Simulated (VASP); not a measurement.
# CoSbH4 (F-43m) in VASP: notebook, part 2 of 2

VASP 6.6.1. The steps go on from the part before.

### Step 3. Relaxation of cell and atoms, PBE, collinear spin, ferromagnetic start

This run uses another cell than the first one, of 10.82 Å³/atom.

Contents of INCAR:

```
  ALGO = Normal
  EDIFF = 1E-6
  EDIFFG = -0.08
  ENCUT = 600
  GGA = PE
  IBRION = 2
  ISIF = 3
  ISMEAR = 0
  ISPIN = 2
  LASPH = T
  LCHARG = F
  LMAXMIX = 4
  LORBIT = 11
  LREAL = F
  LWAVE = F
  MAGMOM = 3 0 0 0 0 0
  NELM = 150
  NSW = 36
  PREC = Accurate
  SIGMA = 0.2
```

Contents of KPOINTS:

```
k-points
0
Gamma
  4 4 4
```

Contents of POSCAR:

```
CoSbH4
1.0
    0.0000000000      3.1896829400      3.1896829400
    3.1896829400      0.0000000000      3.1896829400
    3.1896829400      3.1896829400      0.0000000000
Co Sb H
1 1 4
Direct
    0.0000000000      0.0000000000      0.0000000000
    0.2500000000      0.2500000000      0.2500000000
    0.6252265100      0.6252265100      0.1243204700
    0.6252265100      0.1243204700      0.6252265100
    0.6252265100      0.6252265100      0.6252265100
    0.1243204700      0.6252265100      0.6252265100
```

Potentials or basis: VASP PAW PBE potentials, release 64 (Co, Sb, H).

On the command line:

```bash
$ cat potpaw_PBE.64/Co/POTCAR potpaw_PBE.64/Sb/POTCAR potpaw_PBE.64/H/POTCAR > POTCAR
$ mpirun -np 1 vasp_std > vasp.out
```

OUTCAR:

```text
EDIFF = 1E-6
   EDIFFG = -0.08
   ENCUT = 600
   GGA = PE
   IBRION = 2
   ISIF = 3
   ISMEAR = 0
   ISPIN = 2
   LASPH = T
   LORBIT = 11
   LREAL = F
   NELM = 150
   NSW = 36
   PREC = Accurate

 ion  position               nearest neighbor table
   1  0.000  0.000  0.000-   2 2.76   2 2.76   2 2.76   2 2.76
   2  0.250  0.250  0.250-   1 2.76   1 2.76   1 2.76   1 2.76
   3  0.625  0.625  0.124-
   4  0.625  0.124  0.625-
   5  0.625  0.625  0.625-
   6  0.124  0.625  0.625-

  LATTYP: Found a face centered cubic cell.
 ALAT       =     6.3793658800

  Lattice vectors:

 A1 = (   0.0000000000,   3.1896829400,   3.1896829400)
 A2 = (   3.1896829400,   0.0000000000,   3.1896829400)
 A3 = (   3.1896829400,   3.1896829400,   0.0000000000)

Analysis of symmetry for initial positions (statically):
=====================================================================
 Subroutine PRICEL returns:
 Original cell was already a primitive cell.

 Routine SETGRP: Setting up the symmetry group for a
 face centered cubic supercell.

 Subroutine GETGRP returns: Found 24 space group operations
 (whereof 24 operations were pure point group operations)
 out of a pool of 48 trial point group operations.

The static configuration has the point symmetry T_d .

Analysis of symmetry for dynamics (positions and initial velocities):
=====================================================================
 Subroutine PRICEL returns:
 Original cell was already a primitive cell.

 Routine SETGRP: Setting up the symmetry group for a
 face centered cubic supercell.

 Subroutine GETGRP returns: Found 24 space group operations
 (whereof 24 operations were pure point group operations)
 out of a pool of 48 trial point group operations.

The dynamic configuration has the point symmetry T_d .

Analysis of structural, dynamic, and magnetic symmetry:
=====================================================================
 Subroutine PRICEL returns:
 Original cell was already a primitive cell.

 Routine SETGRP: Setting up the symmetry group for a
 face centered cubic supercell.

[... 259 lines left out ...]

  energy  without entropy=      -18.6340313946  energy(sigma->0) =      -18.66338223

[... ionic steps 4 to 15 ...]

--------------------------------------- Ionic step       16  -------------------------------------------

 number of electron      18.0000000 magnetization      -0.0011723

------------------------ aborting loop because EDIFF is reached ----------------------------------------
[... 77 lines left out ...]
 number of electron      18.0000001 magnetization      -0.0029010

 number of electron      18.0000001 magnetization       0.0009768

 Free energy of the ion-electron system (eV)
  ---------------------------------------------------
  ext. energy  EPLUGINS =         0.00000000
  ---------------------------------------------------
  free energy    TOTEN  =       -19.11452553 eV

  energy without entropy =      -19.03981440  energy(sigma->0) =      -19.07716996

 E-fermi :   7.6247     XC(G=0): -11.1444

 val. band max:        7.5865393760   @ k =   0.2500   0.2500   0.0000
 cond. band min:       7.6718779698   @ k =   0.5000   0.2500   0.0000
 fundamental gap:      0.0853385939
 Fermi energy:         7.6246773294

 spin component 1

 k-point     1 :       0.0000    0.0000    0.0000
  band No.  band energies     occupation
      1      -6.0723      1.00000
      2       2.2039      1.00000
      3       4.1384      1.00000
      4       4.1384      1.00000
      5       4.1384      1.00000
      6       6.2580      1.00000
      7       6.2580      1.00000
      8       8.8626      0.00000
      9       8.8626      0.00000
     10       8.8626      0.00000
     11      10.8182      0.00000
     12      10.8182      0.00000
     13      10.8182      0.00000
     14      12.1570      0.00000
[... 112 lines left out ...]
      1      -2.6591      1.00000
      2      -1.9521      1.00000
      3       1.5665      1.00000
      4       2.0048      1.00000
      5       5.4782      1.00000
      6       5.9474      1.00000
      7       6.1710      1.00000
      8       6.4059      1.00000
      9       6.9733      1.00000
     10       8.8440      0.00000
     11       8.9917      0.00000
     12      11.1233      0.00000
     13      12.6003      0.00000
     14      15.1775      0.00000
     15      15.9969      0.00000
 Fermi energy:         7.6246773294

 spin component 2

 k-point     1 :       0.0000    0.0000    0.0000
  band No.  band energies     occupation
      1      -6.0722      1.00000
      2       2.2041      1.00000
      3       4.1387      1.00000
      4       4.1387      1.00000
      5       4.1387      1.00000
      6       6.2587      1.00000
      7       6.2587      1.00000
      8       8.8629      0.00000
      9       8.8629      0.00000
     10       8.8629      0.00000
     11      10.8184      0.00000
     12      10.8184      0.00000
     13      10.8184      0.00000
     14      12.1572      0.00000
[... 158 lines left out ...]
  FREE ENERGIE OF THE ION-ELECTRON SYSTEM (eV)
  ---------------------------------------------------
  free  energy   TOTEN  =       -19.1145255310 eV

  energy  without entropy=      -19.0398143958  energy(sigma->0) =      -19.07716996

 reached required accuracy - stopping structural energy minimisation

 total charge

# of ion       s       p       d       tot
------------------------------------------
    1        0.418   0.384   7.476   8.279
    2        1.144   1.203   0.094   2.441
    3        0.407   0.027   0.000   0.434
    4        0.407   0.027   0.000   0.434
    5        0.407   0.027   0.000   0.434
    6        0.407   0.027   0.000   0.434
--------------------------------------------------
tot          3.190   1.696   7.570  12.456

 magnetization (x)

# of ion       s       p       d       tot
------------------------------------------
    1        0.000   0.000   0.001   0.001
    2        0.000   0.000  -0.000   0.000
    3        0.000   0.000   0.000   0.000
    4        0.000   0.000   0.000   0.000
    5        0.000   0.000   0.000   0.000
    6        0.000   0.000   0.000   0.000
--------------------------------------------------
tot          0.000   0.000   0.001   0.001
```

CONTCAR:

```text
CoSbH4
   1.00000000000000
    -0.0000000000000000    2.9032376453267332    2.9032376453267332
     2.9032376453267332   -0.0000000000000000    2.9032376453267332
     2.9032376453267332    2.9032376453267332    0.0000000000000000
  Co              Sb              H
     1     1     4
Direct
     0.0000000000000000    0.0000000000000000    1.0000000000000000
     0.2500000000000000    0.2500000000000000    0.2500000000000000
     0.6671343529598487    0.6671343529598487    0.9985969411204468
     0.6671343529598488    0.9985969411204468    0.6671343529598487
     0.6671343529598487    0.6671343529598488    0.6671343529598488
     0.9985969411204468    0.6671343529598487    0.6671343529598488

  0.00000000E+00  0.00000000E+00  0.00000000E+00
  0.00000000E+00  0.00000000E+00  0.00000000E+00
  0.00000000E+00  0.00000000E+00  0.00000000E+00
  0.00000000E+00  0.00000000E+00  0.00000000E+00
  0.00000000E+00  0.00000000E+00  0.00000000E+00
  0.00000000E+00  0.00000000E+00  0.00000000E+00
```

Wall time 11 min (1 thread of Intel Xeon 8259CL, shared host); peak memory 0.26 GiB.

Results:

```yaml
Free_energy: -19.1145 eV
Relaxed_volume: 8.16 Å³/atom
Relaxed_cell: a = 4.106 Å, b = 4.106 Å, c = 4.106 Å, α = 60.00°, β = 60.00°, γ = 60.00°
Space_group_after_relaxing_to_0.1_Å: F-43m (No. 216)
Energy_gained_by_relaxing: 218.2 meV/atom
Ionic_steps: 18
Pressure_after_relaxing: 1.3 GPa
Largest_force_after_relaxing: 0.038 eV/Å
Band_gap_on_the_k_mesh: zero (filled and empty bands overlap)
Net_moment: 0.00 μB per cell
Valence_electrons_inside_the_program's_atomic_spheres: Co 8.28; Sb 2.44; H 0.43
```

Forces on the atoms (eV/Å):
```
Co   0.000  0.000  0.000
Sb   0.000  0.000  0.000
H    0.022  0.022 -0.022
H    0.022 -0.022  0.022
H   -0.022 -0.022 -0.022
H   -0.022  0.022  0.022
```

The path:
```csv
step,energy change (eV),largest force (eV/Å),pressure (GPa),volume (Å³)
1,0.0000,0.0386,-14.64,64.90
2,-0.6968,0.1046,-9.06,56.06
3,-0.8877,0.1312,-3.76,51.51
4,-0.5709,0.2131,19.22,43.17
5,-0.9034,0.1154,-0.69,49.84
6,-0.9043,0.1192,0.06,49.50
7,-0.9077,0.1318,-0.06,49.48
8,-0.9197,0.1680,-0.14,49.42
9,-0.9521,0.2314,-0.34,49.32
10,-1.0410,0.3093,-0.41,49.10
11,-1.2431,0.2678,0.50,48.67
12,-0.2894,3.2152,13.33,47.82
13,-1.2653,0.2319,0.79,48.61
14,-1.2559,0.3934,4.40,48.24
15,-1.2989,0.1053,1.76,48.47
16,-1.3037,0.0158,2.48,48.39
17,-1.3039,0.0215,2.32,48.42
18,-1.3095,0.0383,1.34,48.94
```

Final structure:
```
Co Sb H
1.0
     0.00000    2.90324    2.90324
     2.90324    0.00000    2.90324
     2.90324    2.90324    0.00000
Co Sb H
1 1 4
Direct
  0.00000 0.00000 0.00000
  0.25000 0.25000 0.25000
  0.66713 0.66713 0.99860
  0.66713 0.99860 0.66713
  0.66713 0.66713 0.66713
  0.99860 0.66713 0.66713
```

Caveat: the k points lie up to 0.47 Å⁻¹ apart in the final cell, too coarse for converged energies and pressures of a metal; the volume moved by over 15 % at a fixed basis, so the end points are rough; spin-orbit coupling is left out, which moves the levels of the heavy elements; the relaxation stopped at a loose force limit of 0.08 eV/Å, so its end isn't a converged minimum.
